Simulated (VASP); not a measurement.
# Ga4AsP3 (P-4m2) in VASP: a series of runs

Runs on Ga4AsP3. Level: PBE. Tasks: single point.

Program: VASP 6.6.1. These are calculated values, not measurements. Logs are shortened: lines on timing, memory, paths and dates and some standing lists are left out, and cuts for length are marked.

**1. The cell of the first run**

It takes space group P-4m2 (No. 115, tetragonal). The conventional cell has a = 3.824 Å, b = 3.824 Å, c = 10.816 Å, α = 90.00°, β = 90.00°, γ = 90.00°. Ga (site symmetry 2mm) has 2 As at 2.34 Å and 2 P at 2.34 Å within 3.1 Å. Ga (site symmetry 2mm) has 4 P at 2.34 Å within 3.1 Å. Within 3.1 Å of P (site symmetry -4m2) lie 4 Ga at 2.34 Å. P (site symmetry 2mm) has 4 Ga at 2.34 Å within 3.1 Å. Within 3.1 Å of As (site symmetry -4m2) lie 4 Ga at 2.34 Å.

**2. Single point, PBE**

INCAR reads:

```
SYSTEM = Ga4AsP3
ALGO = Normal
EDIFF = 1E-6
ENCUT = 520
GGA = PE
ISIF = 2
ISMEAR = 0
LASPH = .True.
LCHARG = .False.
LREAL = .False.
LWAVE = .False.
NBANDS = 46
NELM = 80
PREC = Accurate
SIGMA = 0.1
```

KPOINTS reads:

```
k-points
0
Gamma
  4 4 2
  0 0 0
```

POSCAR reads:

```
Ga4AsP3
1.0
    3.8240508600      0.0000000000      0.0000000000
    0.0000000000      3.8240508600      0.0000000000
    0.0000000000      0.0000000000     10.8160491800
Ga P As
4 3 1
Direct
    0.5000000000      0.0000000000      0.8750000000
    0.0000000000      0.5000000000      0.6250000000
    0.5000000000      0.0000000000      0.3750000000
    0.0000000000      0.5000000000      0.1250000000
    0.0000000000      0.0000000000      0.5000000000
    0.5000000000      0.5000000000      0.2500000000
    0.5000000000      0.5000000000      0.7500000000
    0.0000000000      0.0000000000      0.0000000000
```

Potentials or basis: VASP PAW PBE potentials, release 64 (Ga_d, P, As).

The run is started by

```console
$ cat potpaw_PBE.64/Ga_d/POTCAR potpaw_PBE.64/P/POTCAR potpaw_PBE.64/As/POTCAR > POTCAR
$ mpirun -np 1 vasp_std > vasp.out
```

OUTCAR:

```text
SYSTEM = Ga4AsP3
   EDIFF = 1E-6
   ENCUT = 520
   GGA = PE
   ISIF = 2
   ISMEAR = 0
   LASPH = .True.
   LREAL = .False.
   NELM = 80
   PREC = Accurate

 ion  position               nearest neighbor table
   1  0.500  0.000  0.875-   7 2.34   8 2.34   7 2.34   8 2.34
   2  0.000  0.500  0.625-   5 2.34   7 2.34   5 2.34   7 2.34
   3  0.500  0.000  0.375-   5 2.34   6 2.34   6 2.34   5 2.34
   4  0.000  0.500  0.125-   6 2.34   8 2.34   8 2.34   6 2.34
   5  0.000  0.000  0.500-   2 2.34   3 2.34   2 2.34   3 2.34
   6  0.500  0.500  0.250-   3 2.34   4 2.34   3 2.34   4 2.34
   7  0.500  0.500  0.750-   1 2.34   2 2.34   1 2.34   2 2.34
   8  0.000  0.000  0.000-   1 2.34   4 2.34   4 2.34   1 2.34

  LATTYP: Found a simple tetragonal cell.
 ALAT       =     3.8240508600
 C/A-ratio  =     2.8284271251

  Lattice vectors:

 A1 = (   3.8240508600,   0.0000000000,   0.0000000000)
 A2 = (   0.0000000000,   3.8240508600,   0.0000000000)
 A3 = (   0.0000000000,   0.0000000000,  10.8160491800)

Analysis of symmetry for initial positions (statically):
=====================================================================
 Subroutine PRICEL returns:
 Original cell was already a primitive cell.

 Routine SETGRP: Setting up the symmetry group for a
 simple tetragonal supercell.

 Subroutine GETGRP returns: Found  8 space group operations
 (whereof  8 operations were pure point group operations)
 out of a pool of 16 trial point group operations.

The static configuration has the point symmetry D_2d.

Analysis of symmetry for dynamics (positions and initial velocities):
=====================================================================
 Subroutine PRICEL returns:
 Original cell was already a primitive cell.

 Routine SETGRP: Setting up the symmetry group for a
 simple tetragonal supercell.

 Subroutine GETGRP returns: Found  8 space group operations
 (whereof  8 operations were pure point group operations)
 out of a pool of 16 trial point group operations.

The dynamic configuration has the point symmetry D_2d.

 Subroutine INISYM returns: Found  8 space group operations
 (whereof  8 operations are pure point group operations),
 and found     1 'primitive' translations

----------------------------------------------------------------------------------------

                                     Primitive cell

  volume of cell :     158.1670

  direct lattice vectors                    reciprocal lattice vectors
     3.824050860  0.000000000  0.000000000     0.261502798  0.000000000  0.000000000
     0.000000000  3.824050860  0.000000000     0.000000000  0.261502798  0.000000000
     0.000000000  0.000000000 10.816049180     0.000000000  0.000000000  0.092455201

  length of vectors
     3.824050860  3.824050860 10.816049180     0.261502798  0.261502798  0.092455201

  position of ions in fractional coordinates (direct lattice)
     0.500000000  0.000000000  0.875000000
     0.000000000  0.500000000  0.625000000
     0.500000000  0.000000000  0.375000000
     0.000000000  0.500000000  0.125000000
     0.000000000  0.000000000  0.500000000
     0.500000000  0.500000000  0.250000000
     0.500000000  0.500000000  0.750000000
     0.000000000  0.000000000  0.000000000

  ion indices of the primitive-cell ions
   primitive index   ion index
                 1           1
                 2           2
                 3           3
                 4           4
                 5           5
                 6           6
                 7           7
                 8           8

----------------------------------------------------------------------------------------

 KPOINTS: k-points

Automatic generation of k-mesh.
 Grid dimensions read from file:
 generate k-points for:    4    4    2

 Generating k-lattice:

  Cartesian coordinates                     Fractional coordinates (reciprocal lattice)
     0.065375700  0.000000000  0.000000000     0.250000000  0.000000000  0.000000000
     0.000000000  0.065375700  0.000000000     0.000000000  0.250000000  0.000000000
     0.000000000  0.000000000  0.046227600     0.000000000  0.000000000  0.500000000

  Length of vectors
     0.065375700  0.065375700  0.046227600

  Shift w.r.t. Gamma in fractional coordinates (k-lattice)
     0.000000000  0.000000000  0.000000000

 Subroutine IBZKPT returns following result:
 ===========================================

 Found     12 irreducible k-points:

 Following reciprocal coordinates:
            Coordinates               Weight
  0.000000  0.000000  0.000000      1.000000
  0.250000  0.000000  0.000000      4.000000
  0.500000  0.000000  0.000000      2.000000
  0.250000  0.250000  0.000000      4.000000
  0.500000  0.250000  0.000000      4.000000
  0.500000  0.500000  0.000000      1.000000
  0.000000  0.000000  0.500000      1.000000
  0.250000  0.000000  0.500000      4.000000
  0.500000  0.000000  0.500000      2.000000
  0.250000  0.250000  0.500000      4.000000
  0.500000  0.250000  0.500000      4.000000
  0.500000  0.500000  0.500000      1.000000
   k-points           NKPTS =     12   k-points in BZ     NKDIM =     12   number of bands    NBANDS=     46
   number of dos      NEDOS =    301   number of ions     NIONS =      8
   total plane-waves  NPLWV =  62720
   dimension x,y,z NGX =    28 NGY =   28 NGZ =   80
   dimension x,y,z NGXF=    56 NGYF=   56 NGZF=  160
   ions per type =               4   3   1
   NGX,Y,Z   is equivalent  to a cutoff of  12.17, 12.17, 12.30 a.u.
   NGXF,Y,Z  is equivalent  to a cutoff of  24.35, 24.35, 24.59 a.u.
 SYSTEM =  Ga4AsP3
   PREC   = accura    normal or accurate (medium, high low for compatibility)
   ISTART =      0    job   : 0-new  1-cont  2-samecut
   ICHARG =      2    charge: 1-file 2-atom 10-const
   ISPIN  =      1    spin polarized calculation?
   LNONCOLLINEAR =      F non collinear calculations
   LSORBIT =      F    spin-orbit coupling
   LASPH  =      T    aspherical Exc in radial PAW
   ENCUT  =  520.0 eV  38.22 Ry    6.18 a.u.   7.11  7.11 20.11*2*pi/ulx,y,z
   NELM   =     80;   NELMIN=  2; NELMDL= -5     # of ELM steps
   EDIFF  = 0.1E-05   stopping-criterion for ELM
   LREAL  =      F    real-space projection
   EDIFFG = 0.1E-04   stopping-criterion for IOM
   NSW    =      0    number of steps for IOM
   IBRION =     -1    ionic relax: 0-MD 1-quasi-New 2-CG
   NFREE  =      0    steps in history (QN), initial steepest desc. (CG)
   ISIF   =      2    stress and relaxation
   ISYM   =      2    0-nonsym 1-usesym 2-fastsym
   POTIM  = 0.5000    time-step for ionic-motion
   TEBEG  =    0.0;   TEEND  =   0.0 temperature during run
   PSTRESS=    0.0 pullay stress
   NELECT =      72.0000    total number of electrons
   NUPDOWN=      -1.0000    fix difference up-down
   EMIN   =  10.00;   EMAX   =-10.00  energy-range for DOS
   EFERMI =   0.00;   METHOD = LEGACY
   ISMEAR =     0;   SIGMA  =   0.10  broadening in eV -4-tet -1-fermi 0-gaus
   EFERMI_NEDOS =   21; number of points for ismear=-14 and -15
   IALGO  =     38    algorithm
   IMIX   =      4    mixing-type and parameters
     AMIX     =   0.40;   BMIX     =  1.00
     AMIX_MAG =   1.60;   BMIX_MAG =  1.00
  volume/ion in A,a.u.               =      19.77       133.42
  Fermi-wavevector in a.u.,A,eV,Ry     =   1.259352  2.379829 21.578384  1.585967
  Thomas-Fermi vector in A             =   2.392916
   LORBIT       =      0    0 simple, 1 ext, 2 COOP (PROOUT), +10 PAW based schemes
   GGA     = PE    functional components
   LHFCALC =     F    Hartree Fock is set to
   AEXX    =    0.0000 exact exchange contribution
   IVDW    =     0    specifies the selected vdW correction
   LEPSILON=     F    determine dielectric tensor
   LRPA    =     F    only Hartree local field effects (RPA)
 non-spin polarized calculation
 Gauss-broadening in eV      SIGMA  =   0.10
  energy-cutoff  :      520.00
  volume of cell :      158.17
 maximum number of plane-waves:      4281
   NGX = 15   NGY = 15   NGZ = 41

 number of electron      72.0000097 magnetization

 Free energy of the ion-electron system (eV)
  ---------------------------------------------------
  ext. energy  EPLUGINS =         0.00000000
  ---------------------------------------------------
  free energy    TOTEN  =       -34.99885216 eV

  energy without entropy =      -34.99885216  energy(sigma->0) =      -34.99885216

 E-fermi :   5.4946     XC(G=0):  -9.9981

 val. band max:        5.0100660395   @ k =   0.0000   0.0000   0.0000
 cond. band min:       6.4946958094   @ k =   0.0000   0.0000   0.5000
 fundamental gap:      1.4846297698
 Fermi energy:         5.4946159127

 k-point     1 :       0.0000    0.0000    0.0000
  band No.  band energies     occupation
      1      -9.9190      2.00000
      2      -9.8280      2.00000
      3      -9.7741      2.00000
      4      -9.7741      2.00000
      5      -9.7705      2.00000
      6      -9.7291      2.00000
[... 38 lines left out ...]
     45       8.8375      0.00000
     46       8.8844      0.00000

 k-point     2 :       0.2500    0.0000    0.0000
  band No.  band energies     occupation
      1      -9.9198      2.00000
      2      -9.8235      2.00000
      3      -9.8082      2.00000
      4      -9.7691      2.00000
      5      -9.7555      2.00000
      6      -9.7527      2.00000
[... 38 lines left out ...]
     45       9.8588      0.00000
     46      10.6931      0.00000

 k-point     3 :       0.5000    0.0000    0.0000
  band No.  band energies     occupation
      1      -9.9314      2.00000
      2      -9.8348      2.00000
      3      -9.8155      2.00000
      4      -9.7647      2.00000
      5      -9.7638      2.00000
      6      -9.7599      2.00000
[... 38 lines left out ...]
     45      10.8116      0.00000
     46      10.8423      0.00000

 k-point     4 :       0.2500    0.2500    0.0000
  band No.  band energies     occupation
      1      -9.9321      2.00000
      2      -9.8267      2.00000
      3      -9.8227      2.00000
      4      -9.7644      2.00000
      5      -9.7550      2.00000
      6      -9.7422      2.00000
[... 38 lines left out ...]
     45      10.9619      0.00000
     46      10.9946      0.00000

 k-point     5 :       0.5000    0.2500    0.0000
  band No.  band energies     occupation
      1      -9.9498      2.00000
      2      -9.8438      2.00000
      3      -9.8284      2.00000
      4      -9.7781      2.00000
      5      -9.7497      2.00000
      6      -9.7380      2.00000
[... 38 lines left out ...]
     45      11.4364      0.00000
     46      11.5192      0.00000

 k-point     6 :       0.5000    0.5000    0.0000
  band No.  band energies     occupation
      1      -9.9692      2.00000
      2      -9.8606      2.00000
      3      -9.8397      2.00000
      4      -9.7937      2.00000
      5      -9.7377      2.00000
      6      -9.7116      2.00000
[... 38 lines left out ...]
     45      11.0130      0.00000
     46      11.1334      0.00000

 k-point     7 :       0.0000    0.0000    0.5000
  band No.  band energies     occupation
      1      -9.9183      2.00000
      2      -9.8332      2.00000
      3      -9.7737      2.00000
      4      -9.7737      2.00000
      5      -9.7587      2.00000
      6      -9.7302      2.00000
[... 38 lines left out ...]
     45       9.8149      0.00000
     46       9.8430      0.00000

 k-point     8 :       0.2500    0.0000    0.5000
  band No.  band energies     occupation
      1      -9.9197      2.00000
      2      -9.8255      2.00000
      3      -9.8061      2.00000
      4      -9.7691      2.00000
      5      -9.7558      2.00000
      6      -9.7513      2.00000
[... 38 lines left out ...]
     45       9.8985      0.00000
     46      10.1365      0.00000

 k-point     9 :       0.5000    0.0000    0.5000
  band No.  band energies     occupation
      1      -9.9313      2.00000
      2      -9.8345      2.00000
      3      -9.8157      2.00000
      4      -9.7638      2.00000
      5      -9.7628      2.00000
      6      -9.7621      2.00000
[... 38 lines left out ...]
     45      10.0745      0.00000
     46      10.1291      0.00000

 k-point    10 :       0.2500    0.2500    0.5000
  band No.  band energies     occupation
      1      -9.9321      2.00000
      2      -9.8252      2.00000
      3      -9.8245      2.00000
      4      -9.7643      2.00000
      5      -9.7544      2.00000
      6      -9.7423      2.00000
[... 38 lines left out ...]
     45      10.5079      0.00000
     46      10.6045      0.00000

 k-point    11 :       0.5000    0.2500    0.5000
  band No.  band energies     occupation
      1      -9.9498      2.00000
      2      -9.8430      2.00000
      3      -9.8296      2.00000
      4      -9.7800      2.00000
      5      -9.7468      2.00000
      6      -9.7381      2.00000
[... 38 lines left out ...]
     45      11.5117      0.00000
     46      11.6080      0.00000

 k-point    12 :       0.5000    0.5000    0.5000
  band No.  band energies     occupation
      1      -9.9691      2.00000
      2      -9.8563      2.00000
      3      -9.8451      2.00000
      4      -9.7966      2.00000
      5      -9.7336      2.00000
      6      -9.7117      2.00000
[... 38 lines left out ...]
     45      13.5275      0.00000
     46      13.6737      0.00000

------------------------ aborting loop because EDIFF is reached ----------------------------------------

  FORCE on cell =-STRESS in cart. coord.  units (eV):
  Direction    XX          YY          ZZ          XY          YZ          ZX
  --------------------------------------------------------------------------------------
  -------------------------------------------------------------------------------------
  Total        8.0810975      8.0810975      6.9844200      0.0000000     -0.0000000      0.0000000
  in kB       81.8587208     81.8587208     70.7497577      0.0000000     -0.0000000      0.0000000
  external PRESSURE =      78.1557331 kB  Pullay stress =       0.0000000 kB

 VOLUME and BASIS-vectors are now :
 -----------------------------------------------------------------------------
  energy-cutoff  :      520.00
  volume of cell :      158.17
      direct lattice vectors                 reciprocal lattice vectors
     3.824050860  0.000000000  0.000000000     0.261502798  0.000000000  0.000000000
     0.000000000  3.824050860  0.000000000     0.000000000  0.261502798  0.000000000
     0.000000000  0.000000000 10.816049180     0.000000000  0.000000000  0.092455201

 POSITION                                       TOTAL-FORCE (eV/Angst)
 -----------------------------------------------------------------------------------
      1.91203      0.00000      9.46404        -0.000000     -0.000000     -0.943091
      0.00000      1.91203      6.76003         0.000000     -0.000000     -0.011899
      1.91203      0.00000      4.05602        -0.000000     -0.000000      0.011899
      0.00000      1.91203      1.35201        -0.000000     -0.000000      0.943091
      0.00000      0.00000      5.40802        -0.000000     -0.000000      0.000000
      1.91203      1.91203      2.70401        -0.000000      0.000000      0.060882
      1.91203      1.91203      8.11204        -0.000000     -0.000000     -0.060882
      0.00000      0.00000      0.00000        -0.000000     -0.000000      0.000000
 -----------------------------------------------------------------------------------
    total drift:                                0.000000      0.000000      0.000000

  FREE ENERGIE OF THE ION-ELECTRON SYSTEM (eV)
  ---------------------------------------------------
  free  energy   TOTEN  =       -34.9988521588 eV

  energy  without entropy=      -34.9988521588  energy(sigma->0) =      -34.99885216
```

Run time: 2.2 min. Hardware: 1 thread of Intel Xeon 8259CL, shared host; peak memory 0.27 GiB.

What came out:

| Item | Value |
| --- | --- |
| Free energy | -34.9989 eV |
| Pressure | 7.8 GPa |
| Largest force | 0.943 eV/Å |
| Band gap on the k mesh | 1.48 eV |

Forces in eV/Å, atoms in the order of the input:
```
Ga   0.000  0.000 -0.943
Ga   0.000  0.000 -0.012
Ga   0.000  0.000  0.012
Ga   0.000  0.000  0.943
P    0.000  0.000  0.000
P    0.000  0.000  0.061
P    0.000  0.000 -0.061
As   0.000  0.000  0.000
```

Stress tensor (GPa, compression positive):
```
8.19 0.00 0.00
0.00 8.19 0.00
0.00 0.00 7.07
```

Caveat: the cell stands under pressure. A k mesh can miss the band edges.

**3. Single point, PBE**

This run uses another cell than the first one, of 21.53 Å³/atom.

INCAR reads:

```
PREC = Accurate
ENCUT = 520
EDIFF = 1E-7
ISMEAR = 0
SIGMA = 0.1
LREAL = False
LASPH = True
NELM = 60
ALGO = Normal
ISIF = 2
LWAVE = False
LCHARG = False
GGA = PE
NBANDS = 46
```

KPOINTS reads:

```
regular mesh
0
Gamma
  4 4 2
```

POSCAR reads:

```
Ga4AsP3
1.0
    3.9485483048      0.0000000000      0.0000000000
    0.0000000000      3.9485483048      0.0000000000
    0.0000000000      0.0000000000     11.0448143706
Ga P As
4 3 1
Direct
    0.5000000000      0.0000000000      0.8683822704
    0.0000000000      0.5000000000      0.6228189087
    0.5000000000      0.0000000000      0.3771810913
    0.0000000000      0.5000000000      0.1316177296
    0.0000000000      0.0000000000      0.5000000000
    0.5000000000      0.5000000000      0.2542492199
    0.5000000000      0.5000000000      0.7457507801
    0.0000000000      0.0000000000      0.0000000000
```

Potentials or basis: VASP PAW PBE potentials, release 64 (Ga_d, P, As).

The run is started by

```console
$ cat potpaw_PBE.64/Ga_d/POTCAR potpaw_PBE.64/P/POTCAR potpaw_PBE.64/As/POTCAR > POTCAR
$ mpirun -np 1 vasp_std > vasp.out
```

Wall time 3.5 min (1 thread of Intel Xeon 8259CL, shared host); peak memory 0.3 GiB.

It converged, with:

* Free energy: -35.4023 eV
* Pressure: 0.2 GPa
* Largest force: 0.047 eV/Å
* Band gap on the k mesh: 1.17 eV

Forces on the atoms (eV/Å):
```
Ga   0.000  0.000 -0.047
Ga   0.000  0.000 -0.007
Ga   0.000  0.000  0.007
Ga   0.000  0.000  0.047
P    0.000  0.000  0.000
P    0.000  0.000  0.019
P    0.000  0.000 -0.019
As   0.000  0.000  0.000
```

Stress tensor (GPa, compression positive):
```
0.21 0.00 0.00
0.00 0.21 0.00
0.00 0.00 0.09
```

Levels at points of the mesh, in eV from the valence-band top:
| k point | band 33 | band 34 | band 35 | band 36 | band 37 | band 38 | band 39 | band 40 |
| --- | --- | --- | --- | --- | --- | --- | --- | --- |
| (0.00, 0.00, 0.00) | -1.54 | -0.01 | -0.01 | 0.00 | 1.17 | 1.58 | 1.62 | 1.96 |
| (0.50, 0.00, 0.00) | -1.30 | -1.08 | -1.05 | -0.75 | 1.34 | 1.36 | 2.77 | 3.00 |
| (0.50, 0.50, 0.00) | -2.64 | -2.56 | -2.56 | -2.51 | 1.53 | 1.79 | 1.80 | 1.80 |
| (0.00, 0.00, 0.50) | -0.80 | -0.80 | -0.50 | -0.50 | 1.47 | 1.55 | 2.35 | 2.43 |
| (0.50, 0.00, 0.50) | -1.34 | -1.34 | -1.33 | -0.75 | 2.26 | 2.29 | 2.30 | 2.47 |
| (0.50, 0.50, 0.50) | -2.99 | -2.99 | -2.95 | -2.85 | 2.57 | 2.74 | 2.79 | 2.89 |
